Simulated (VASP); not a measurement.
Input of a VASP 6.6.1 run:

POSCAR

```
Os
1.0
    2.4698470940      0.0000000000      0.0000000000
    0.0000000000      2.4698470940      0.0000000000
    0.0000000000      0.0000000000      2.4698470940
Os
1
Direct
    0.0000000000      0.0000000000      0.0000000000
```

The input INCAR.step1:

```
ALGO     = Normal         # electronic algorithm
EDIFF    = 1E-4           # SCF threshold, eV
ENCUT    = 520            # plane-wave cutoff, eV
GGA      = PE             # functional
ISMEAR   = -1             # smearing method
LASPH    = True           # aspherical terms in the spheres
LCHARG   = False          # write CHGCAR
LREAL    = False          # projectors in reciprocal space
LWAVE    = True           # write WAVECAR
NBANDS   = 10             # bands
NELM     = 60             # most SCF steps
PREC     = Accurate       # precision mode
SIGMA    = 0.1            # smearing width, eV
```

The input INCAR.step2:

```
ALGO     = Normal         # electronic algorithm
EDIFF    = 1E-6           # SCF threshold, eV
ENCUT    = 520            # plane-wave cutoff, eV
ISIF     = 2              # what is computed and relaxed
ISMEAR   = -1             # smearing method
ISTART   = 1            
LASPH    = True           # aspherical terms in the spheres
LCHARG   = False          # write CHGCAR
LMIXTAU  = True         
LREAL    = False          # projectors in reciprocal space
LWAVE    = False          # write WAVECAR
METAGGA  = R2SCAN         # meta-GGA
NBANDS   = 10             # bands
NELM     = 60             # most SCF steps
PREC     = Accurate       # precision mode
SIGMA    = 0.1            # smearing width, eV
```

The input KPOINTS:

```
k-points
0
Gamma
  14 14 14
```

Potentials or basis: VASP PAW PBE potentials, release 64 (Os).

Command:

```sh
$ cat potpaw_PBE.64/Os/POTCAR > POTCAR
$ cp INCAR.step1 INCAR
$ mpirun -np 1 vasp_std > vasp.out
$ cp INCAR.step2 INCAR
$ mpirun -np 1 vasp_std > vasp.out
```

Question: Predict the band gap on the k mesh.

Answer: Zero (bands 4 and 5 overlap by 7.10 eV).

Question: Estimate the pressure.

Answer: 31.4 GPa.

Caveat: the cell stands under pressure; the PAW data sets were made with another functional, which shifts forces and pressure a little; spin-orbit coupling is left out, which moves the levels of the heavy elements.
